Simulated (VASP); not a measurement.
# Ta5Si (P4/mmm) in VASP: further runs, part 2 of 2

VASP 6.6.1. Earlier steps stand in the parts before.

## Step 3: Relaxation of cell and atoms, PBE

This run uses another cell than the first one, of 17.42 Å³/atom.

INCAR

```
SYSTEM = Ta5Si
PREC = Accurate
ENCUT = 600
EDIFF = 1E-7
ISMEAR = 0
SIGMA = 0.1
LREAL = .FALSE.
LASPH = .TRUE.
NELM = 100
ALGO = Fast
ISIF = 3
LWAVE = .FALSE.
LCHARG = .FALSE.
GGA = PE
IBRION = 2
NSW = 100
EDIFFG = -0.01
```

KPOINTS

```
Automatic mesh
0
G
  10 10 4
  0 0 0
```

POSCAR

```
Ta5Si
1.0
    3.3701299836      0.0000000000      0.0000000000
    0.0000000000      3.3701299836      0.0000000000
    0.0000000000      0.0000000000      9.2046691145
Ta Si
5 1
Direct
    0.5000000000      0.5000000000      0.1518934117
    0.0000000000      0.0000000000      0.3208025244
    0.5000000000      0.5000000000      0.8481065883
    0.0000000000      0.0000000000      0.6791974756
    0.5000000000      0.5000000000      0.5000000000
    0.0000000000      0.0000000000      0.0000000000
```

Potentials or basis: VASP PAW PBE potentials, release 64 (Ta_pv, Si).

Started as:

```bash
> cat potpaw_PBE.64/Ta_pv/POTCAR potpaw_PBE.64/Si/POTCAR > POTCAR
> mpirun -np 1 vasp_std > vasp.out
```

OUTCAR:

```text
SYSTEM = Ta5Si
   PREC = Accurate
   ENCUT = 600
   EDIFF = 1E-7
   ISMEAR = 0
   LREAL = .FALSE.
   LASPH = .TRUE.
   NELM = 100
   ISIF = 3
   GGA = PE
   IBRION = 2
   NSW = 100
   EDIFFG = -0.01

 ion  position               nearest neighbor table
   1  0.500  0.500  0.152-   6 2.76   6 2.76   6 2.76   6 2.76   3 2.80   2 2.85   2 2.85   2 2.85
                             2 2.85   5 3.20
   2  0.000  0.000  0.321-   1 2.85   1 2.85   1 2.85   1 2.85   5 2.90   5 2.90   5 2.90   5 2.90
                             6 2.95   4 3.30
   3  0.500  0.500  0.848-   6 2.76   6 2.76   6 2.76   6 2.76   1 2.80   4 2.85   4 2.85   4 2.85
                             4 2.85   5 3.20
   4  0.000  0.000  0.679-   3 2.85   3 2.85   3 2.85   3 2.85   5 2.90   5 2.90   5 2.90   5 2.90
                             6 2.95   2 3.30
   5  0.500  0.500  0.500-   2 2.90   4 2.90   2 2.90   4 2.90   2 2.90   4 2.90   2 2.90   4 2.90
                             3 3.20   1 3.20
   6  0.000  0.000  0.000-   1 2.76   3 2.76   1 2.76   3 2.76   1 2.76   3 2.76   1 2.76   3 2.76
                             2 2.95   4 2.95

  LATTYP: Found a simple tetragonal cell.
 ALAT       =     3.3701299836
 C/A-ratio  =     2.7312504738

  Lattice vectors:

 A1 = (   3.3701299836,   0.0000000000,   0.0000000000)
 A2 = (   0.0000000000,   3.3701299836,   0.0000000000)
 A3 = (   0.0000000000,   0.0000000000,   9.2046691145)

Analysis of symmetry for initial positions (statically):
=====================================================================
 Subroutine PRICEL returns:
 Original cell was already a primitive cell.

 Routine SETGRP: Setting up the symmetry group for a
 simple tetragonal supercell.

 Subroutine GETGRP returns: Found 16 space group operations
 (whereof 16 operations were pure point group operations)
 out of a pool of 16 trial point group operations.

The static configuration has the point symmetry D_4h.

Analysis of symmetry for dynamics (positions and initial velocities):
=====================================================================
 Subroutine PRICEL returns:
 Original cell was already a primitive cell.
[... 147 lines left out ...]
 conjugate gradient relaxation of ions
 non-spin polarized calculation
 RMM-DIIS sequential band-by-band and
 Gauss-broadening in eV      SIGMA  =   0.10
  energy-cutoff  :      600.00
  volume of cell :      104.54
 maximum number of plane-waves:      3544
 NGX is ok and might be reduce to    28
   NGX = 13   NGY = 13   NGZ = 37

--------------------------------------- Ionic step        1  -------------------------------------------

 number of electron      58.9999996 magnetization

 Free energy of the ion-electron system (eV)
  ---------------------------------------------------
  ext. energy  EPLUGINS =         0.00000000
  ---------------------------------------------------
  free energy    TOTEN  =       -65.69242790 eV

  energy without entropy =      -65.66836047  energy(sigma->0) =      -65.68039418

------------------------ aborting loop because EDIFF is reached ----------------------------------------

  FORCE on cell =-STRESS in cart. coord.  units (eV):
  Direction    XX          YY          ZZ          XY          YZ          ZX
  --------------------------------------------------------------------------------------
  -------------------------------------------------------------------------------------
  Total       -0.0160068     -0.0160068     -0.7272553      0.0000000      0.0000000      0.0000000
  in kB       -0.2453087     -0.2453087    -11.1454087      0.0000000      0.0000000      0.0000000
  external PRESSURE =      -3.8786753 kB  Pullay stress =       0.0000000 kB
[... 227 lines left out ...]
--------------------------------------- Ionic step        7  -------------------------------------------

 number of electron      58.9999999 magnetization

 Free energy of the ion-electron system (eV)
  ---------------------------------------------------
  ext. energy  EPLUGINS =         0.00000000
  ---------------------------------------------------
  free energy    TOTEN  =       -65.69498899 eV

  energy without entropy =      -65.67070351  energy(sigma->0) =      -65.68284625

 E-fermi :   6.3525     XC(G=0): -12.4257

 val. band max:        6.3435482451   @ k =   0.2000   0.0000   0.2500
 cond. band min:       6.3540142654   @ k =   0.5000   0.4000   0.0000
 fundamental gap:      0.0104660203
 Fermi energy:         6.3524525893

 k-point     1 :       0.0000    0.0000    0.0000
  band No.  band energies     occupation
      1     -28.1256      2.00000
      2     -27.9146      2.00000
      3     -27.9146      2.00000
      4     -27.8388      2.00000
      5     -27.8388      2.00000
      6     -27.7039      2.00000
[... 901 lines left out ...]
     34       8.2566      0.00000
     35       8.5043      0.00000

 [... further k-points ...]

------------------------ aborting loop because EDIFF is reached ----------------------------------------

  FORCE on cell =-STRESS in cart. coord.  units (eV):
  Direction    XX          YY          ZZ          XY          YZ          ZX
  --------------------------------------------------------------------------------------
  -------------------------------------------------------------------------------------
  Total       -0.0234771     -0.0234771      0.0148498      0.0000000      0.0000000     -0.0000000
  in kB       -0.3604621     -0.3604621      0.2280005      0.0000000      0.0000000     -0.0000000
  external PRESSURE =      -0.1643079 kB  Pullay stress =       0.0000000 kB
[... 21 lines left out ...]
  FREE ENERGIE OF THE ION-ELECTRON SYSTEM (eV)
  ---------------------------------------------------
  free  energy   TOTEN  =       -65.6949889931 eV

  energy  without entropy=      -65.6707035130  energy(sigma->0) =      -65.68284625

 reached required accuracy - stopping structural energy minimisation
```

OSZICAR:

```text
N       E                     dE             d eps       ncg     rms          rms(c)
DAV:   1     0.598428109348E+03    0.59843E+03   -0.35136E+04  4410   0.189E+03
DAV:   2    -0.382068978138E+02   -0.63664E+03   -0.62729E+03  4720   0.524E+02
DAV:   3    -0.675628958668E+02   -0.29356E+02   -0.28269E+02  5756   0.913E+01
[... 76 lines left out ...]
RMM:   3    -0.656949913833E+02   -0.45471E-05   -0.95953E-05  4711   0.701E-02    0.127E-02
RMM:   4    -0.656949887828E+02    0.26004E-05   -0.16604E-05  4892   0.270E-02    0.643E-03
RMM:   5    -0.656949889170E+02   -0.13417E-06   -0.52434E-06  5199   0.137E-02    0.339E-03
RMM:   6    -0.656949890015E+02   -0.84438E-07   -0.12523E-06  4736   0.632E-03    0.235E-03
RMM:   7    -0.656949889931E+02    0.83728E-08   -0.26678E-07  2771   0.312E-03
   7 F= -.65694989E+02 E0= -.65682846E+02  d E =-.547429E-04
```

It took 14 min on 1 thread of AMD EPYC 9R45 (Zen 5), shared host; peak memory 0.37 GiB.

What came out:

* Free energy: -65.6950 eV
* Relaxed volume: 17.39 Å³/atom
* Relaxed cell: a = 3.373 Å, b = 3.373 Å, c = 9.171 Å, α = 90.00°, β = 90.00°, γ = 90.00°
* Space group after relaxing (to 0.1 Å): P4/mmm (No. 123)
* Energy gained by relaxing: 0.4 meV/atom
* Ionic steps: 7
* Pressure after relaxing: 0.0 GPa
* Largest force after relaxing: 0.010 eV/Å
* Band gap on the k mesh: zero (an odd number of electrons rules out a gap without spin polarisation)

Forces on the atoms (eV/Å):
```
Ta   0.000  0.000 -0.007
Ta   0.000  0.000 -0.010
Ta   0.000  0.000  0.007
Ta   0.000  0.000  0.010
Ta   0.000  0.000  0.000
Si   0.000  0.000  0.000
```

Step by step:
| step | energy change (eV) | largest force (eV/Å) | pressure (GPa) | volume (Å³) |
| --- | --- | --- | --- | --- |
| 1 | 0.0000 | 0.1555 | -0.39 | 104.54 |
| 2 | -0.0013 | 0.0263 | 0.84 | 103.91 |
| 3 | -0.0021 | 0.0627 | 0.37 | 104.15 |
| 4 | -0.0021 | 0.0369 | -0.36 | 104.54 |
| 5 | -0.0025 | 0.0223 | -0.01 | 104.35 |
| 6 | -0.0025 | 0.0224 | -0.01 | 104.35 |
| 7 | -0.0026 | 0.0097 | -0.02 | 104.35 |

Final structure:
```yaml
crystal:
  lattice:
    - [3.37311, 0.00000, 0.00000]
    - [0.00000, 3.37311, 0.00000]
    - [0.00000, 0.00000, 9.17141]
  atoms:
    - { symbol: Ta, position: [0.50000, 0.50000, 0.15105] }
    - { symbol: Ta, position: [0.00000, 0.00000, 0.32065] }
    - { symbol: Ta, position: [0.50000, 0.50000, 0.84895] }
    - { symbol: Ta, position: [0.00000, 0.00000, 0.67935] }
    - { symbol: Ta, position: [0.50000, 0.50000, 0.50000] }
    - { symbol: Si, position: [0.00000, 0.00000, 0.00000] }
```

Levels at points of the mesh, in eV from the Fermi level:
| k point | band 26 | band 27 | band 28 | band 29 | band 30 | band 31 | band 32 | band 33 | band 34 | band 35 |
| --- | --- | --- | --- | --- | --- | --- | --- | --- | --- | --- |
| (0.00, 0.00, 0.00) | -1.20 | 0.32 | 0.60 | 0.60 | 0.89 | 0.89 | 1.11 | 1.33 | 1.54 | 1.54 |
| (0.50, 0.00, 0.00) | -1.03 | -0.73 | -0.67 | -0.55 | -0.18 | 0.27 | 0.94 | 1.60 | 2.47 | 2.53 |
| (0.50, 0.50, 0.00) | -1.50 | -0.91 | -0.91 | -0.22 | 0.42 | 0.42 | 2.45 | 2.65 | 2.65 | 3.26 |
| (0.00, 0.00, 0.50) | -0.96 | 0.32 | 0.47 | 0.57 | 0.57 | 0.78 | 0.78 | 0.79 | 2.27 | 2.27 |
| (0.50, 0.00, 0.50) | -1.51 | -0.80 | -0.25 | 0.08 | 0.15 | 0.32 | 0.69 | 1.22 | 1.88 | 2.59 |
| (0.50, 0.50, 0.50) | -1.45 | -0.85 | -0.85 | 0.20 | 0.20 | 0.44 | 1.85 | 2.83 | 2.83 | 3.43 |

Caveat: spin-orbit coupling is left out, which moves the levels of the heavy elements.
